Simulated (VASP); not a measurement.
# W (Im-3m) in VASP: notebook

The runs below take W through single point, with r2SCAN.

Program: VASP 6.6.1. These are calculated values, not measurements. Logs are shortened: lines on timing, memory, paths and dates and some standing lists are left out, and cuts for length are marked.

## Step 1: The cell of the first run

It takes space group Im-3m (No. 229, cubic). Conventional cell: a = 3.055 Å, b = 3.055 Å, c = 3.055 Å, α = 90.00°, β = 90.00°, γ = 90.00°. W (site symmetry m-3m) has 14 W at 2.65 to 3.06 Å within 3.5 Å.

## Step 2: Single point, r2SCAN

POSCAR

```
W
1.0
   -1.5277373003      1.5277373003      1.5277373003
    1.5277373003     -1.5277373003      1.5277373003
    1.5277373003      1.5277373003     -1.5277373003
W
1
Direct
    0.0000000000      0.0000000000      0.0000000000
```

INCAR.step1

```
SYSTEM = W
  PREC = Accurate
  ENCUT = 520
  ISMEAR = 1
  SIGMA = 0.05
  LREAL = .False.
  LASPH = .True.
  NELM = 60
  NBANDS = 13
  GGA = PE
  ALGO = Normal
  EDIFF = 1E-4
  LWAVE = .True.
  LCHARG = .False.
```

INCAR.step2

```
SYSTEM = W
  PREC = Accurate
  ENCUT = 520
  EDIFF = 1E-7
  ISMEAR = 1
  SIGMA = 0.05
  LREAL = .False.
  LASPH = .True.
  NELM = 60
  ALGO = Normal
  ISIF = 2
  LWAVE = .False.
  LCHARG = .False.
  METAGGA = R2SCAN
  LMIXTAU = .True.
  NBANDS = 13
  ISTART = 1
```

KPOINTS

```
regular mesh
0
Gamma
  13 13 13
  0 0 0
```

Potentials or basis: VASP PAW PBE potentials, release 64 (W_sv).

Run with:

```sh
cat potpaw_PBE.64/W_sv/POTCAR > POTCAR
cp INCAR.step1 INCAR
mpirun -np 1 vasp_std > vasp.out
cp INCAR.step2 INCAR
mpirun -np 1 vasp_std > vasp.out
```

OUTCAR:

```text
SYSTEM = W
   PREC = Accurate
   ENCUT = 520
   EDIFF = 1E-7
   ISMEAR = 1
   LREAL = .False.
   LASPH = .True.
   NELM = 60
   ISIF = 2
   METAGGA = R2SCAN
   ISTART = 1

 ion  position               nearest neighbor table
   1  0.000  0.000  0.000-

  LATTYP: Found a body centered cubic cell.
 ALAT       =     3.0554746006

  Lattice vectors:

 A1 = (  -1.5277373003,   1.5277373003,   1.5277373003)
 A2 = (   1.5277373003,  -1.5277373003,   1.5277373003)
 A3 = (   1.5277373003,   1.5277373003,  -1.5277373003)

Analysis of symmetry for initial positions (statically):
=====================================================================
 Subroutine PRICEL returns:
 Original cell was already a primitive cell.

 Routine SETGRP: Setting up the symmetry group for a
 body centered cubic supercell.

 Subroutine GETGRP returns: Found 48 space group operations
 (whereof 48 operations were pure point group operations)
 out of a pool of 48 trial point group operations.

The static configuration has the point symmetry O_h .

Analysis of symmetry for dynamics (positions and initial velocities):
=====================================================================
 Subroutine PRICEL returns:
 Original cell was already a primitive cell.

 Routine SETGRP: Setting up the symmetry group for a
 body centered cubic supercell.

 Subroutine GETGRP returns: Found 48 space group operations
 (whereof 48 operations were pure point group operations)
 out of a pool of 48 trial point group operations.

The dynamic configuration has the point symmetry O_h .

 Subroutine INISYM returns: Found 48 space group operations
 (whereof 48 operations are pure point group operations),
 and found     1 'primitive' translations

----------------------------------------------------------------------------------------

                                     Primitive cell

  volume of cell :      14.2628

  direct lattice vectors                    reciprocal lattice vectors
    -1.527737300  1.527737300  1.527737300     0.000000000  0.327281398  0.327281398
     1.527737300 -1.527737300  1.527737300     0.327281398  0.000000000  0.327281398
     1.527737300  1.527737300 -1.527737300     0.327281398  0.327281398  0.000000000

  length of vectors
     2.646118625  2.646118625  2.646118625     0.462845792  0.462845792  0.462845792

  position of ions in fractional coordinates (direct lattice)
     0.000000000  0.000000000  0.000000000

  ion indices of the primitive-cell ions
   primitive index   ion index
                 1           1

----------------------------------------------------------------------------------------

 KPOINTS: regular mesh

Automatic generation of k-mesh.
 Grid dimensions read from file:
 generate k-points for:   13   13   13

 Generating k-lattice:

  Cartesian coordinates                     Fractional coordinates (reciprocal lattice)
     0.000000000  0.025175492  0.025175492     0.076923077  0.000000000  0.000000000
     0.025175492  0.000000000  0.025175492     0.000000000  0.076923077  0.000000000
     0.025175492  0.025175492  0.000000000     0.000000000  0.000000000  0.076923077

  Length of vectors
     0.035603522  0.035603522  0.035603522

  Shift w.r.t. Gamma in fractional coordinates (k-lattice)
     0.000000000  0.000000000  0.000000000

 Subroutine IBZKPT returns following result:
 ===========================================

 Found     84 irreducible k-points:

 Following reciprocal coordinates:
            Coordinates               Weight
  0.000000  0.000000  0.000000      1.000000
  0.076923  0.000000  0.000000     12.000000
  0.153846  0.000000  0.000000     12.000000
  0.230769  0.000000  0.000000     12.000000
  0.307692  0.000000  0.000000     12.000000
  0.384615  0.000000  0.000000     12.000000
[... 16 lines left out ...]
  0.153846  0.076923  0.076923     24.000000
  0.230769  0.076923  0.076923     24.000000
 [... further k-points ...]
   k-points           NKPTS =     84   k-points in BZ     NKDIM =     84   number of bands    NBANDS=     13
   number of dos      NEDOS =    301   number of ions     NIONS =      1
   total plane-waves  NPLWV =   8000
   dimension x,y,z NGX =    20 NGY =   20 NGZ =   20
   dimension x,y,z NGXF=    40 NGYF=   40 NGZF=   40
   ions per type =               1
   NGX,Y,Z   is equivalent  to a cutoff of  12.57, 12.57, 12.57 a.u.
   NGXF,Y,Z  is equivalent  to a cutoff of  25.13, 25.13, 25.13 a.u.
 SYSTEM =  W
   PREC   = accura    normal or accurate (medium, high low for compatibility)
   ISTART =      1    job   : 0-new  1-cont  2-samecut
   ICHARG =      0    charge: 1-file 2-atom 10-const
   ISPIN  =      1    spin polarized calculation?
   LNONCOLLINEAR =      F non collinear calculations
   LSORBIT =      F    spin-orbit coupling
   LASPH  =      T    aspherical Exc in radial PAW
   ENCUT  =  520.0 eV  38.22 Ry    6.18 a.u.   4.92  4.92  4.92*2*pi/ulx,y,z
   NELM   =     60;   NELMIN=  2; NELMDL=  0     # of ELM steps
   EDIFF  = 0.1E-06   stopping-criterion for ELM
   LREAL  =      F    real-space projection
   EDIFFG = 0.1E-05   stopping-criterion for IOM
   NSW    =      0    number of steps for IOM
   IBRION =     -1    ionic relax: 0-MD 1-quasi-New 2-CG
   NFREE  =      0    steps in history (QN), initial steepest desc. (CG)
   ISIF   =      2    stress and relaxation
   ISYM   =      2    0-nonsym 1-usesym 2-fastsym
   POTIM  = 0.5000    time-step for ionic-motion
   TEBEG  =    0.0;   TEEND  =   0.0 temperature during run
   PSTRESS=    0.0 pullay stress
   NELECT =      14.0000    total number of electrons
   NUPDOWN=      -1.0000    fix difference up-down
   EMIN   =  10.00;   EMAX   =-10.00  energy-range for DOS
   EFERMI =   0.00;   METHOD = LEGACY
   ISMEAR =     1;   SIGMA  =   0.05  broadening in eV -4-tet -1-fermi 0-gaus
   EFERMI_NEDOS =   21; number of points for ismear=-14 and -15
   IALGO  =     38    algorithm
   IMIX   =      4    mixing-type and parameters
     AMIX     =   0.40;   BMIX     =  1.00
     AMIX_MAG =   1.60;   BMIX_MAG =  1.00
  volume/ion in A,a.u.               =      14.26        96.25
  Fermi-wavevector in a.u.,A,eV,Ry     =   1.626980  3.074546 36.015483  2.647063
  Thomas-Fermi vector in A             =   2.719850
   LORBIT       =      0    0 simple, 1 ext, 2 COOP (PROOUT), +10 PAW based schemes
   METAGGA = R2SCAN    functional components
   LHFCALC =     F    Hartree Fock is set to
   AEXX    =    0.0000 exact exchange contribution
   IVDW    =     0    specifies the selected vdW correction
   LEPSILON=     F    determine dielectric tensor
   LRPA    =     F    only Hartree local field effects (RPA)
 non-spin polarized calculation
 Methfessel and Paxton  Order N= 1 SIGMA  =   0.05
  energy-cutoff  :      520.00
  volume of cell :       14.26
 maximum number of plane-waves:       395
   NGX =  9   NGY =  9   NGZ =  9

 number of electron      13.9999997 magnetization

 Free energy of the ion-electron system (eV)
  ---------------------------------------------------
  ext. energy  EPLUGINS =         0.00000000
  ---------------------------------------------------
  free energy    TOTEN  =       -51.14710441 eV

  energy without entropy =      -51.14695170  energy(sigma->0) =      -51.14705351

 E-fermi :  12.9863     XC(G=0): -15.6586

 val. band max:       12.9838623507   @ k =  -0.4615   0.4615   0.2308
 cond. band min:      13.1437701244   @ k =  -0.3846   0.3846   0.2308
 fundamental gap:      0.1599077737
 Fermi energy:        12.9863314862

 k-point     1 :       0.0000    0.0000    0.0000
  band No.  band energies     occupation
      1     -63.1217      2.00000
      2     -25.7750      2.00000
      3     -25.7750      2.00000
      4     -25.7750      2.00000
      5       2.1784      2.00000
      6      11.3994      2.00000
      7      11.3994      2.00000
      8      11.3994      2.00000
      9      15.6787      0.00000
     10      15.6787      0.00000
     11      28.3622      0.00000
     12      28.3622      0.00000
     13      28.3622      0.00000

 k-point     2 :       0.0769    0.0000    0.0000
  band No.  band energies     occupation
      1     -63.1081      2.00000
      2     -25.8970      2.00000
      3     -25.8116      2.00000
      4     -25.7760      2.00000
      5       2.5180      2.00000
      6      11.1854      2.00000
      7      11.3428      2.00000
      8      11.7301      2.00000
      9      15.3341      0.00000
     10      15.6747      0.00000
     11      28.6609      0.00000
     12      28.9343      0.00000
     13      29.2358      0.00000

 k-point     3 :       0.1538    0.0000    0.0000
  band No.  band energies     occupation
      1     -63.0707      2.00000
      2     -26.2261      2.00000
      3     -25.9117      2.00000
      4     -25.7787      2.00000
      5       3.4456      2.00000
      6      10.6387      2.00000
      7      11.0855      2.00000
      8      12.6998      2.00000
      9      14.8311      0.00000
     10      15.6996      0.00000
     11      29.2797      0.00000
     12      30.5490      0.00000
     13      31.1373      0.00000
[... 305 lines left out ...]
 k-point    23 :       0.1538    0.0769    0.0769
  band No.  band energies     occupation
      1     -63.0007      2.00000
      2     -26.8118      2.00000
      3     -26.0104      2.00000
      4     -25.8731      2.00000
      5       5.2151      2.00000
      6       9.7311      2.00000
      7       9.9602      2.00000
      8      15.1447      0.00000
      9      15.5548      0.00000
     10      15.7621      0.00000
     11      30.0395      0.00000
     12      31.6863      0.00000
     13      31.7125      0.00000

 k-point    24 :       0.2308    0.0769    0.0769
  band No.  band energies     occupation
      1     -62.9493      2.00000
      2     -27.1593      2.00000
      3     -26.1971      2.00000
      4     -25.8865      2.00000
      5       6.1790      2.00000
      6       9.1657      2.00000
      7      10.1105      2.00000
      8      15.3831      0.00000
      9      16.1766      0.00000
     10      17.6605      0.00000
     11      28.6444      0.00000
     12      29.9551      0.00000
     13      33.7431      0.00000

 [... further k-points ...]
[... 5 lines left out ...]
  --------------------------------------------------------------------------------------
  -------------------------------------------------------------------------------------
  Total        4.0634983      4.0634983      4.0634983      0.0000000      0.0000000      0.0000000
  in kB      456.4619982    456.4619982    456.4619982      0.0000000      0.0000000      0.0000000
  external PRESSURE =     456.4619982 kB  Pullay stress =       0.0000000 kB

 VOLUME and BASIS-vectors are now :
 -----------------------------------------------------------------------------
  energy-cutoff  :      520.00
  volume of cell :       14.26
      direct lattice vectors                 reciprocal lattice vectors
    -1.527737300  1.527737300  1.527737300     0.000000000  0.327281398  0.327281398
     1.527737300 -1.527737300  1.527737300     0.327281398  0.000000000  0.327281398
     1.527737300  1.527737300 -1.527737300     0.327281398  0.327281398  0.000000000

 POSITION                                       TOTAL-FORCE (eV/Angst)
 -----------------------------------------------------------------------------------
      0.00000      0.00000      0.00000        -0.000000      0.000000     -0.000000
 -----------------------------------------------------------------------------------
    total drift:                                0.000000     -0.000000      0.000000

  FREE ENERGIE OF THE ION-ELECTRON SYSTEM (eV)
  ---------------------------------------------------
  free  energy   TOTEN  =       -51.1471044080 eV

  energy  without entropy=      -51.1469517027  energy(sigma->0) =      -51.14705351
```

Run time: 26 s. Hardware: 1 thread of Intel Xeon 6975P-C (Granite Rapids), shared host; peak memory 0.13 GiB.

What came out:

```yaml
Free_energy: -51.1471 eV
Pressure: 45.6 GPa
Band_gap_on_the_k_mesh: zero (band 7 reaches 18.24 eV, above the bottom of band 8 at 11.40 eV)
```

Levels at points of the mesh, in eV from the Fermi level:
```tsv
k point	band 3	band 4	band 5	band 6	band 7	band 8	band 9	band 10	band 11	band 12
(0.00, 0.00, 0.00)	-38.76	-38.76	-10.81	-1.59	-1.59	-1.59	2.69	2.69	15.38	15.38
```

Caveat: the PAW data sets were made with another functional, which shifts forces and pressure a little; spin-orbit coupling is left out, which moves the levels of the heavy elements.

## Step 3: Single point, r2SCAN

This run uses another cell than the first one, of 14.66 Å³/atom, 1.028 times its volume.

POSCAR

```
W
1.0
   -1.5417540218      1.5417540218      1.5417540218
    1.5417540218     -1.5417540218      1.5417540218
    1.5417540218      1.5417540218     -1.5417540218
W
1
Direct
    0.0000000000      0.0000000000      0.0000000000
```

INCAR.step1

```
SYSTEM = W
PREC = Accurate
ENCUT = 520
ISMEAR = 1
SIGMA = 0.05
LREAL = .False.
LASPH = .True.
NELM = 80
NBANDS = 13
GGA = PE
ALGO = Normal
EDIFF = 1E-4
LWAVE = .True.
LCHARG = .False.
```

INCAR.step2

```
SYSTEM = W
PREC = Accurate
ENCUT = 520
EDIFF = 1E-6
ISMEAR = 1
SIGMA = 0.05
LREAL = .False.
LASPH = .True.
NELM = 80
ALGO = Normal
ISIF = 2
LWAVE = .False.
LCHARG = .False.
METAGGA = R2SCAN
LMIXTAU = .True.
NBANDS = 13
ISTART = 1
```

KPOINTS

```
Automatic mesh
0
Gamma
  13 13 13
  0 0 0
```

Potentials or basis: VASP PAW PBE potentials, release 64 (W_sv).

Run with:

```sh
cat potpaw_PBE.64/W_sv/POTCAR > POTCAR
cp INCAR.step1 INCAR
mpirun -np 1 vasp_std > vasp.out
cp INCAR.step2 INCAR
mpirun -np 1 vasp_std > vasp.out
```

It took 24 s on 1 thread of Intel Xeon 6975P-C (Granite Rapids), shared host; peak memory 0.13 GiB.

The run converged. Its results:

* Free energy: -51.2436 eV
* Pressure: 32.4 GPa
* Band gap on the k mesh: zero (band 7 reaches 17.62 eV, above the bottom of band 8 at 11.03 eV)

Levels at points of the mesh, in eV from the Fermi level:
```tsv
k point	band 4	band 5	band 6	band 7	band 8	band 9	band 10	band 11
(0.00, 0.00, 0.00)	-38.85	-10.67	-1.54	-1.54	-1.54	2.63	2.63	15.32
```

Caveat: the PAW data sets were made with another functional, which shifts forces and pressure a little; spin-orbit coupling is left out, which moves the levels of the heavy elements.

(Continued in part 2 of 2.)
